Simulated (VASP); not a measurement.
# CdSe (krp) (F-43m) in VASP: a series of runs

The runs below take CdSe (krp) through single point, relaxation of cell and atoms, with RPBE.

Program: VASP 6.6.1. These are calculated values, not measurements. Logs are shortened: lines on timing, memory, paths and dates and some standing lists are left out, and cuts for length are marked.

**1. The cell of the first run**

The structure is cubic, space group F-43m (No. 216). The conventional cell has a = 6.141 Å, b = 6.141 Å, c = 6.141 Å, α = 90.00°, β = 90.00°, γ = 90.00°. Within 3.5 Å of Cd (site symmetry -43m) lie 4 Se at 2.66 Å. Within 3.5 Å of Se (site symmetry -43m) lie 4 Cd at 2.66 Å.

**2. Single point, RPBE**

INCAR reads:

```
PREC = Accurate
ENCUT = 520
EDIFF = 1E-6
ISMEAR = 0
SIGMA = 0.1
LREAL = False
LASPH = True
NELM = 80
ALGO = Normal
ISIF = 2
LWAVE = False
LCHARG = True
GGA = RP
LELF = True
LVHAR = True
NBANDS = 16
```

KPOINTS reads:

```
regular mesh
0
Gamma
  6 6 6
```

POSCAR reads:

```
CdSe
1.0
    0.0000000000      3.0702712000      3.0702712000
    3.0702712000      0.0000000000      3.0702712000
    3.0702712000      3.0702712000      0.0000000000
Cd Se
1 1
Direct
    0.0000000000      0.0000000000      0.0000000000
    0.2500000000      0.2500000000      0.2500000000
```

Potentials or basis: VASP PAW PBE potentials, release 64 (Cd, Se).

Command:

```bash
$ cat potpaw_PBE.64/Cd/POTCAR potpaw_PBE.64/Se/POTCAR > POTCAR
$ mpirun -np 1 vasp_std > vasp.out
```

OUTCAR:

```text
PREC = Accurate
   ENCUT = 520
   EDIFF = 1E-6
   ISMEAR = 0
   LREAL = False
   LASPH = True
   NELM = 80
   ISIF = 2
   GGA = RP

 ion  position               nearest neighbor table
   1  0.000  0.000  0.000-   2 2.66   2 2.66   2 2.66   2 2.66
   2  0.250  0.250  0.250-   1 2.66   1 2.66   1 2.66   1 2.66

  LATTYP: Found a face centered cubic cell.
 ALAT       =     6.1405424000

  Lattice vectors:

 A1 = (   0.0000000000,   3.0702712000,   3.0702712000)
 A2 = (   3.0702712000,   0.0000000000,   3.0702712000)
 A3 = (   3.0702712000,   3.0702712000,   0.0000000000)

Analysis of symmetry for initial positions (statically):
=====================================================================
 Subroutine PRICEL returns:
 Original cell was already a primitive cell.

 Routine SETGRP: Setting up the symmetry group for a
 face centered cubic supercell.

 Subroutine GETGRP returns: Found 24 space group operations
 (whereof 24 operations were pure point group operations)
 out of a pool of 48 trial point group operations.

The static configuration has the point symmetry T_d .

Analysis of symmetry for dynamics (positions and initial velocities):
=====================================================================
 Subroutine PRICEL returns:
 Original cell was already a primitive cell.

 Routine SETGRP: Setting up the symmetry group for a
 face centered cubic supercell.

 Subroutine GETGRP returns: Found 24 space group operations
 (whereof 24 operations were pure point group operations)
 out of a pool of 48 trial point group operations.

The dynamic configuration has the point symmetry T_d .

 Subroutine INISYM returns: Found 24 space group operations
 (whereof 24 operations are pure point group operations),
 and found     1 'primitive' translations

----------------------------------------------------------------------------------------

                                     Primitive cell

  volume of cell :      57.8842

  direct lattice vectors                    reciprocal lattice vectors
     0.000000000  3.070271200  3.070271200    -0.162852063  0.162852063  0.162852063
     3.070271200  0.000000000  3.070271200     0.162852063 -0.162852063  0.162852063
     3.070271200  3.070271200  0.000000000     0.162852063  0.162852063 -0.162852063

  length of vectors
     4.342019171  4.342019171  4.342019171     0.282068048  0.282068048  0.282068048

  position of ions in fractional coordinates (direct lattice)
     0.000000000  0.000000000  0.000000000
     0.250000000  0.250000000  0.250000000

  ion indices of the primitive-cell ions
   primitive index   ion index
                 1           1
                 2           2

----------------------------------------------------------------------------------------

 KPOINTS: regular mesh

Automatic generation of k-mesh.
 Grid dimensions read from file:
 generate k-points for:    6    6    6

 Generating k-lattice:

  Cartesian coordinates                     Fractional coordinates (reciprocal lattice)
    -0.027142011  0.027142011  0.027142011     0.166666667  0.000000000  0.000000000
     0.027142011 -0.027142011  0.027142011     0.000000000  0.166666667  0.000000000
     0.027142011  0.027142011 -0.027142011     0.000000000  0.000000000  0.166666667

  Length of vectors
     0.047011341  0.047011341  0.047011341

  Shift w.r.t. Gamma in fractional coordinates (k-lattice)
     0.000000000  0.000000000  0.000000000

 Subroutine IBZKPT returns following result:
 ===========================================

 Found     16 irreducible k-points:

 Following reciprocal coordinates:
            Coordinates               Weight
  0.000000  0.000000  0.000000      1.000000
  0.166667  0.000000  0.000000      8.000000
  0.333333  0.000000  0.000000      8.000000
  0.500000  0.000000  0.000000      4.000000
  0.166667  0.166667  0.000000      6.000000
  0.333333  0.166667  0.000000     24.000000
[... 8 lines left out ...]
 -0.333333  0.333333  0.166667     24.000000
 -0.333333  0.500000  0.166667     12.000000
   k-points           NKPTS =     16   k-points in BZ     NKDIM =     16   number of bands    NBANDS=     16
   number of dos      NEDOS =    301   number of ions     NIONS =      2
   total plane-waves  NPLWV =  32768
   dimension x,y,z NGX =    32 NGY =   32 NGZ =   32
   dimension x,y,z NGXF=    64 NGYF=   64 NGZF=   64
   ions per type =               1   1
   NGX,Y,Z   is equivalent  to a cutoff of  12.25, 12.25, 12.25 a.u.
   NGXF,Y,Z  is equivalent  to a cutoff of  24.50, 24.50, 24.50 a.u.
 SYSTEM =  unknown system
   PREC   = accura    normal or accurate (medium, high low for compatibility)
   ISTART =      0    job   : 0-new  1-cont  2-samecut
   ICHARG =      2    charge: 1-file 2-atom 10-const
   ISPIN  =      1    spin polarized calculation?
   LNONCOLLINEAR =      F non collinear calculations
   LSORBIT =      F    spin-orbit coupling
   LASPH  =      T    aspherical Exc in radial PAW
   ENCUT  =  520.0 eV  38.22 Ry    6.18 a.u.   8.07  8.07  8.07*2*pi/ulx,y,z
   NELM   =     80;   NELMIN=  2; NELMDL= -5     # of ELM steps
   EDIFF  = 0.1E-05   stopping-criterion for ELM
   LREAL  =      F    real-space projection
   EDIFFG = 0.1E-04   stopping-criterion for IOM
   NSW    =      0    number of steps for IOM
   IBRION =     -1    ionic relax: 0-MD 1-quasi-New 2-CG
   NFREE  =      0    steps in history (QN), initial steepest desc. (CG)
   ISIF   =      2    stress and relaxation
   ISYM   =      2    0-nonsym 1-usesym 2-fastsym
   POTIM  = 0.5000    time-step for ionic-motion
   TEBEG  =    0.0;   TEEND  =   0.0 temperature during run
   PSTRESS=    0.0 pullay stress
   NELECT =      18.0000    total number of electrons
   NUPDOWN=      -1.0000    fix difference up-down
   EMIN   =  10.00;   EMAX   =-10.00  energy-range for DOS
   EFERMI =   0.00;   METHOD = LEGACY
   ISMEAR =     0;   SIGMA  =   0.10  broadening in eV -4-tet -1-fermi 0-gaus
   EFERMI_NEDOS =   21; number of points for ismear=-14 and -15
   IALGO  =     38    algorithm
   IMIX   =      4    mixing-type and parameters
     AMIX     =   0.40;   BMIX     =  1.00
     AMIX_MAG =   1.60;   BMIX_MAG =  1.00
  volume/ion in A,a.u.               =      28.94       195.31
  Fermi-wavevector in a.u.,A,eV,Ry     =   1.109121  2.095935 16.737199  1.230149
  Thomas-Fermi vector in A             =   2.245657
   LORBIT       =      0    0 simple, 1 ext, 2 COOP (PROOUT), +10 PAW based schemes
   GGA     = RP    functional components
   LHFCALC =     F    Hartree Fock is set to
   AEXX    =    0.0000 exact exchange contribution
   IVDW    =     0    specifies the selected vdW correction
   LEPSILON=     F    determine dielectric tensor
   LRPA    =     F    only Hartree local field effects (RPA)
 non-spin polarized calculation
 Gauss-broadening in eV      SIGMA  =   0.10
  energy-cutoff  :      520.00
  volume of cell :       57.88
 maximum number of plane-waves:      1588
   NGX = 17   NGY = 17   NGZ = 17

 number of electron      18.0000008 magnetization

 Free energy of the ion-electron system (eV)
  ---------------------------------------------------
  ext. energy  EPLUGINS =         0.00000000
  ---------------------------------------------------
  free energy    TOTEN  =        -4.83109162 eV

  energy without entropy =       -4.83109161  energy(sigma->0) =       -4.83109162

 E-fermi :   1.2132     XC(G=0):  -8.5139

 val. band max:        0.8444644206   @ k =   0.0000   0.0000   0.0000
 cond. band min:       1.5669688714   @ k =   0.0000   0.0000   0.0000
 fundamental gap:      0.7225044508
 Fermi energy:         1.2131511023

 k-point     1 :       0.0000    0.0000    0.0000
  band No.  band energies     occupation
      1     -11.5437      2.00000
      2      -7.0061      2.00000
      3      -7.0061      2.00000
      4      -7.0061      2.00000
      5      -6.6649      2.00000
      6      -6.6649      2.00000
[... 8 lines left out ...]
     15      11.8891      0.00000
     16      11.8891      0.00000

 k-point     2 :       0.1667    0.0000    0.0000
  band No.  band energies     occupation
      1     -11.4592      2.00000
      2      -6.9797      2.00000
      3      -6.9797      2.00000
      4      -6.9193      2.00000
      5      -6.6655      2.00000
      6      -6.6655      2.00000
[... 8 lines left out ...]
     15      11.0149      0.00000
     16      11.5508      0.00000

 k-point     3 :       0.3333    0.0000    0.0000
  band No.  band energies     occupation
      1     -11.2881      2.00000
      2      -6.9357      2.00000
      3      -6.9357      2.00000
      4      -6.6554      2.00000
      5      -6.6554      2.00000
      6      -6.6352      2.00000
[... 8 lines left out ...]
     15      11.4288      0.00000
     16      11.4288      0.00000

 k-point     4 :       0.5000    0.0000    0.0000
  band No.  band energies     occupation
      1     -11.2019      2.00000
      2      -6.9198      2.00000
      3      -6.9198      2.00000
      4      -6.6431      2.00000
      5      -6.6431      2.00000
      6      -6.3856      2.00000
[... 8 lines left out ...]
     15      12.9540      0.00000
     16      12.9540      0.00000
[... 172 lines left out ...]
 k-point    14 :       0.5000    0.3333    0.1667
  band No.  band energies     occupation
      1     -11.1774      2.00000
      2      -6.8715      2.00000
      3      -6.8634      2.00000
      4      -6.7230      2.00000
      5      -6.6402      2.00000
      6      -6.4327      2.00000
[... 8 lines left out ...]
     15      12.9805      0.00000
     16      13.8326      0.00000

 k-point    15 :      -0.3333    0.3333    0.1667
  band No.  band energies     occupation
      1     -11.1219      2.00000
      2      -6.8641      2.00000
      3      -6.8402      2.00000
      4      -6.6917      2.00000
      5      -6.6539      2.00000
      6      -6.2618      2.00000
[... 8 lines left out ...]
     15      12.7840      0.00000
     16      13.7567      0.00000

 k-point    16 :      -0.3333    0.5000    0.1667
  band No.  band energies     occupation
      1     -11.0948      2.00000
      2      -6.8312      2.00000
      3      -6.8164      2.00000
      4      -6.7206      2.00000
      5      -6.6390      2.00000
      6      -6.2372      2.00000
[... 8 lines left out ...]
     15      13.7004      0.00000
     16      13.7157      0.00000

------------------------ aborting loop because EDIFF is reached ----------------------------------------

  FORCE on cell =-STRESS in cart. coord.  units (eV):
  Direction    XX          YY          ZZ          XY          YZ          ZX
  --------------------------------------------------------------------------------------
  -------------------------------------------------------------------------------------
  Total        1.2583505      1.2583505      1.2583505      0.0000000      0.0000000     -0.0000000
  in kB       34.8298821     34.8298821     34.8298821      0.0000000      0.0000000     -0.0000000
  external PRESSURE =      34.8298821 kB  Pullay stress =       0.0000000 kB

 VOLUME and BASIS-vectors are now :
 -----------------------------------------------------------------------------
  energy-cutoff  :      520.00
  volume of cell :       57.88
      direct lattice vectors                 reciprocal lattice vectors
     0.000000000  3.070271200  3.070271200    -0.162852063  0.162852063  0.162852063
     3.070271200  0.000000000  3.070271200     0.162852063 -0.162852063  0.162852063
     3.070271200  3.070271200  0.000000000     0.162852063  0.162852063 -0.162852063

 POSITION                                       TOTAL-FORCE (eV/Angst)
 -----------------------------------------------------------------------------------
      0.00000      0.00000      0.00000        -0.000000     -0.000000     -0.000000
      1.53514      1.53514      1.53514         0.000000      0.000000      0.000000
 -----------------------------------------------------------------------------------
    total drift:                               -0.000001     -0.000001     -0.000001

  FREE ENERGIE OF THE ION-ELECTRON SYSTEM (eV)
  ---------------------------------------------------
  free  energy   TOTEN  =        -4.8310916162 eV

  energy  without entropy=       -4.8310916143  energy(sigma->0) =       -4.83109162
```

Wall time 5.8 s (1 thread of Intel Xeon 6975P-C (Granite Rapids), shared host); peak memory 0.18 GiB.

Results:

| Property | Result |
| --- | --- |
| Free energy | -4.8311 eV |
| Pressure | 3.5 GPa |
| Band gap on the k mesh | 0.72 eV, direct |

Caveat: the PAW data sets were made with another functional, which shifts forces and pressure a little.

**3. Single point, RPBE**

This run uses another cell than the first one, of 31.03 Å³/atom, 1.072 times its volume.

INCAR reads:

```
ALGO = Normal ; EDIFF = 1E-7
ENCUT = 520 ; GGA = RP
ISIF = 2 ; ISMEAR = 0
LASPH = T ; LCHARG = F
LREAL = F ; LWAVE = F
NBANDS = 16 ; NELM = 80
PREC = Accurate ; SIGMA = 0.02
```

KPOINTS reads:

```
k-points
0
Gamma
  8 8 8
```

POSCAR reads:

```
CdSe
1.0
    0.0000000000      3.1422782681      3.1422782681
    3.1422782681      0.0000000000      3.1422782681
    3.1422782681      3.1422782681      0.0000000000
Cd Se
1 1
Direct
    0.0000000000      0.0000000000      0.0000000000
    0.2500000000      0.2500000000      0.2500000000
```

Potentials or basis: VASP PAW PBE potentials, release 64 (Cd, Se).

Command:

```bash
$ cat potpaw_PBE.64/Cd/POTCAR potpaw_PBE.64/Se/POTCAR > POTCAR
$ mpirun -np 1 vasp_std > vasp.out
```

Run time: 16 s. Hardware: 1 thread of Intel Xeon 6975P-C (Granite Rapids), shared host; peak memory 0.21 GiB.

It converged, with:

```yaml
Free_energy: -4.8795 eV
Pressure: 0.2 GPa
Band_gap_on_the_k_mesh: 0.58 eV, direct
```

Levels at points of the mesh, in eV from the valence-band top:
```tsv
k point	band 6	band 7	band 8	band 9	band 10	band 11	band 12	band 13
(0.00, 0.00, 0.00)	-7.39	0.00	0.00	0.00	0.58	6.00	6.00	6.00
(0.50, 0.00, 0.00)	-7.16	-3.79	-0.61	-0.61	2.39	6.49	6.49	7.33
(0.50, 0.50, 0.00)	-7.10	-3.61	-1.52	-1.52	3.50	3.72	8.90	9.76
```

Caveat: the PAW data sets were made with another functional, which shifts forces and pressure a little. RPBE gaps usually lie below the measured ones, often by a third to a half.

[end of part 1 of 2]
